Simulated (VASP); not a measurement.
# Si2Ni (I4/mmm) in VASP: notebook, part 2 of 2

VASP 6.6.1. Earlier steps stand in the parts before.

## 4. Single point, PBE (strain -0.015 along x and y, +0.000 along z)

Contents of INCAR:

```
SYSTEM = Si2Ni
ALGO = Normal
EDIFF = 1E-7
ENCUT = 520
GGA = PE
ISIF = 2
ISMEAR = 0
LASPH = .True.
LCHARG = .True.
LELF = .True.
LREAL = .False.
LVHAR = .True.
LWAVE = .False.
NBANDS = 16
NELM = 100
PREC = Accurate
SIGMA = 0.15
```

Contents of KPOINTS:

```
k-points
0
Gamma
  16 16 16
  0 0 0
```

Contents of POSCAR:

```
Si2Ni
1.0
    0.0000000000      2.6825617118      2.7234129054
    2.6825617118      0.0000000000      2.7234129054
    2.6825617118      2.6825617118      0.0000000000
Si Ni
2 1
Direct
    0.2500000000      0.2500000000      0.2500000000
    0.7500000000      0.7500000000      0.7500000000
    0.0000000000      0.0000000000      0.0000000000
```

Launch:

```
> cat potpaw_PBE.64/Si/POTCAR potpaw_PBE.64/Ni/POTCAR > POTCAR
> mpirun -np 1 vasp_std > vasp.out
```

Wall time 2 min (1 thread of Intel Xeon 6975P-C (Granite Rapids), shared host); peak memory 0.32 GiB.

Results (log left out):

```
Free energy            : -17.3567 eV
Pressure               : 4.5 GPa
Band gap on the k mesh : zero (bands 9 and 10 overlap by 2.09 eV)
```

Stress tensor (GPa, compression positive):
```
4.77 0.00 0.00
0.00 4.77 0.00
0.00 0.00 4.02
```

Levels at points of the mesh, in eV from the Fermi level:
```tsv
k point	band 5	band 6	band 7	band 8	band 9	band 10	band 11	band 12	band 13	band 14
(0.00, 0.00, 0.00)	-3.57	-3.53	-0.23	1.65	1.65	1.84	2.16	2.33	2.33	4.42
(0.50, 0.00, 0.00)	-3.75	-3.37	-3.35	-1.52	-1.40	1.78	1.81	1.83	2.68	9.15
(0.50, 0.50, 0.00)	-4.50	-3.64	-3.64	-3.50	-3.14	-0.34	1.46	7.71	8.42	8.42
(0.50, 0.00, 0.50)	-4.50	-3.66	-3.60	-3.45	-3.14	-0.44	1.38	7.74	8.12	8.59
```

Caveat: the cell differs from its parent crystal (strain -0.015 along x and y, +0.000 along z); the cell stands under pressure. Spin polarisation is off, so any magnetic state and its effect on volume and gap are missing.

## 5. Single point, PBE (strain +0.000 along x and y, -0.015 along z)

Contents of INCAR:

```
  PREC = Accurate
  ENCUT = 520
  EDIFF = 1E-7
  ISMEAR = 0
  SIGMA = 0.15
  LREAL = False
  LASPH = True
  NELM = 80
  ALGO = Normal
  ISIF = 2
  LWAVE = False
  LCHARG = False
  GGA = PE
  NBANDS = 16
```

Contents of KPOINTS:

```
regular mesh
0
Gamma
  16 16 16
```

Contents of POSCAR:

```
Si2Ni
1.0
    0.0000000000      2.7234129054      2.6825617118
    2.7234129054      0.0000000000      2.6825617118
    2.7234129054      2.7234129054      0.0000000000
Si Ni
2 1
Direct
    0.2500000000      0.2500000000      0.2500000000
    0.7500000000      0.7500000000      0.7500000000
    0.0000000000      0.0000000000      0.0000000000
```

Potentials or basis: VASP PAW PBE potentials, release 64 (Si, Ni).

Launch:

```
> cat potpaw_PBE.64/Si/POTCAR potpaw_PBE.64/Ni/POTCAR > POTCAR
> mpirun -np 1 vasp_std > vasp.out
```

OUTCAR:

```text
PREC = Accurate
   ENCUT = 520
   EDIFF = 1E-7
   ISMEAR = 0
   LREAL = False
   LASPH = True
   NELM = 80
   ISIF = 2
   GGA = PE

 ion  position               nearest neighbor table
   1  0.250  0.250  0.250-   3 2.35   3 2.35   3 2.35   3 2.35   2 2.68   2 2.68   2 2.72   2 2.72
                             2 2.72   2 2.72
   2  0.750  0.750  0.750-   3 2.35   3 2.35   3 2.35   3 2.35   1 2.68   1 2.68   1 2.72   1 2.72
                             1 2.72   1 2.72
   3  0.000  0.000  0.000-   2 2.35   2 2.35   2 2.35   1 2.35   2 2.35   1 2.35   1 2.35   1 2.35

  LATTYP: Found a body centered tetragonal cell.
 ALAT       =     3.8514874668
 C/A-ratio  =     1.3930003589

  Lattice vectors:

 A1 = (   0.0000000000,  -2.7234129054,  -2.6825617118)
 A2 = (   0.0000000000,   2.7234129054,  -2.6825617118)
 A3 = (   2.7234129054,   0.0000000000,   2.6825617118)

Analysis of symmetry for initial positions (statically):
=====================================================================
 Subroutine PRICEL returns:
 Original cell was already a primitive cell.

 Routine SETGRP: Setting up the symmetry group for a
 body centered tetragonal supercell.

[... 172 lines left out ...]
 fundamental gap:      0.0043957618
 Fermi energy:        10.3236981770

 k-point     1 :       0.0000    0.0000    0.0000
  band No.  band energies     occupation
      1      -3.4390      2.00000
      2       5.1538      2.00000
      3       5.2065      2.00000
      4       5.2065      2.00000
      5       6.8503      2.00000
      6       6.8927      2.00000
[... 433 lines left out ...]
      3       5.1618      2.00000
      4       5.2731      2.00000
      5       6.7913      2.00000
      6       6.8911      2.00000
[... 8 lines left out ...]
     15      14.3751      0.00000
     16      15.5775      0.00000

 [... further k-points ...]

------------------------ aborting loop because EDIFF is reached ----------------------------------------

  FORCE on cell =-STRESS in cart. coord.  units (eV):
  Direction    XX          YY          ZZ          XY          YZ          ZX
  --------------------------------------------------------------------------------------
  -------------------------------------------------------------------------------------
  Total        0.4668598      0.4668598      0.6450268      0.0000000      0.0000000      0.0000000
  in kB       18.7970776     18.7970776     25.9705780      0.0000000      0.0000000      0.0000000
  external PRESSURE =      21.1882444 kB  Pullay stress =       0.0000000 kB

 VOLUME and BASIS-vectors are now :
 -----------------------------------------------------------------------------
  energy-cutoff  :      520.00
  volume of cell :       39.79
      direct lattice vectors                 reciprocal lattice vectors
     0.000000000  2.723412905  2.682561712    -0.183593167  0.183593167  0.186389002
     2.723412905  0.000000000  2.682561712     0.183593167 -0.183593167  0.186389002
     2.723412905  2.723412905  0.000000000     0.183593167  0.183593167 -0.186389002

 POSITION                                       TOTAL-FORCE (eV/Angst)
 -----------------------------------------------------------------------------------
      1.36171      1.36171      1.34128         0.000000      0.000000     -0.000000
      4.08512      4.08512      4.02384        -0.000000     -0.000000      0.000000
      0.00000      0.00000      0.00000        -0.000000     -0.000000      0.000000
 -----------------------------------------------------------------------------------
    total drift:                               -0.000000     -0.000000      0.000000

  FREE ENERGIE OF THE ION-ELECTRON SYSTEM (eV)
  ---------------------------------------------------
  free  energy   TOTEN  =       -17.3690807381 eV

  energy  without entropy=      -17.3587595880  energy(sigma->0) =      -17.36392016
```

OSZICAR:

```text
N       E                     dE             d eps       ncg     rms          rms(c)
DAV:   1     0.641382090562E+02    0.64138E+02   -0.77722E+03 11232   0.115E+03
DAV:   2    -0.160445021569E+02   -0.80183E+02   -0.73451E+02 12344   0.213E+02
DAV:   3    -0.193446390441E+02   -0.33001E+01   -0.32370E+01 14680   0.470E+01
DAV:   4    -0.193954467747E+02   -0.50808E-01   -0.50777E-01 13080   0.561E+00
DAV:   5    -0.193967545481E+02   -0.13078E-02   -0.13077E-02 14728   0.943E-01    0.164E+01
DAV:   6    -0.242490947643E+02   -0.48523E+01   -0.40985E+01 11568   0.149E+02    0.253E+01
DAV:   7    -0.175104723469E+02    0.67386E+01   -0.12329E+01 13984   0.927E+01    0.379E+00
DAV:   8    -0.174123139056E+02    0.98158E-01   -0.16512E+00 15136   0.206E+01    0.267E+00
DAV:   9    -0.173710994206E+02    0.41214E-01   -0.25913E-01 13232   0.913E+00    0.682E-01
DAV:  10    -0.173689875212E+02    0.21119E-02   -0.90230E-03 16096   0.178E+00    0.316E-01
DAV:  11    -0.173690493954E+02   -0.61874E-04   -0.11387E-03 14216   0.350E-01    0.423E-02
DAV:  12    -0.173690790349E+02   -0.29639E-04   -0.46697E-05 14760   0.490E-02    0.257E-02
DAV:  13    -0.173690803185E+02   -0.12836E-05   -0.21265E-05 12728   0.841E-02    0.704E-03
DAV:  14    -0.173690806834E+02   -0.36493E-06   -0.12969E-06 14216   0.935E-03    0.370E-03
DAV:  15    -0.173690807381E+02   -0.54691E-07   -0.24501E-07 13104   0.117E-02
   1 F= -.17369081E+02 E0= -.17363920E+02  d E =-.103212E-01
```

Run time: 1.9 min. Hardware: 1 thread of Intel Xeon 6975P-C (Granite Rapids), shared host; peak memory 0.33 GiB.

Results:

| Quantity | Value |
| --- | --- |
| Free energy | -17.3691 eV |
| Pressure | 2.1 GPa |
| Band gap on the k mesh | zero (bands 9 and 10 overlap by 2.25 eV) |

Levels at points of the mesh, in eV from the Fermi level:
| k point | band 6 | band 7 | band 8 | band 9 | band 10 | band 11 | band 12 | band 13 |
| --- | --- | --- | --- | --- | --- | --- | --- | --- |
| (0.00, 0.00, 0.00) | -3.43 | -0.34 | 1.58 | 1.77 | 1.77 | 2.26 | 2.26 | 2.43 |
| (0.50, 0.00, 0.00) | -3.27 | -3.26 | -1.46 | -1.35 | 1.80 | 1.80 | 1.82 | 2.60 |
| (0.50, 0.50, 0.00) | -3.54 | -3.54 | -3.35 | -3.06 | -0.48 | 1.39 | 7.78 | 8.22 |
| (0.50, 0.00, 0.50) | -3.57 | -3.52 | -3.39 | -3.05 | -0.38 | 1.48 | 7.74 | 8.05 |

Caveat: the cell differs from its parent crystal (strain +0.000 along x and y, -0.015 along z). Spin polarisation is off, so any magnetic state and its effect on volume and gap are missing.

## 6. Overview

```tsv
cell	gap on the mesh (eV)	pressure (GPa)
a = 3.853, b = 3.853, c = 3.736 Å, angles 61.0, 61.0, 58.0°, 3 atoms	none	4.6
a = 3.794, b = 3.794, c = 3.851 Å, angles 59.5, 59.5, 61.0°, 3 atoms	none	4.5
a = 3.823, b = 3.823, c = 3.794 Å, angles 60.3, 60.3, 59.5°, 3 atoms	none	4.5
a = 3.823, b = 3.823, c = 3.851 Å, angles 59.8, 59.8, 60.5°, 3 atoms	none	2.1
```

Alike in all rows: task single point; level PBE; potentials or basis VASP PAW PBE potentials, release 64 (Si, Ni); no spin polarisation; k mesh 16 × 16 × 16; cutoff (eV) 520; smearing gaussian 0.15 eV.

Caveats: the cell stands under pressure (at least some runs).

Total energies depend on the potentials used, so only differences within one code and one set of settings carry meaning.

The gap in the log of VASP goes by the Fermi energy; the results here count the filled bands.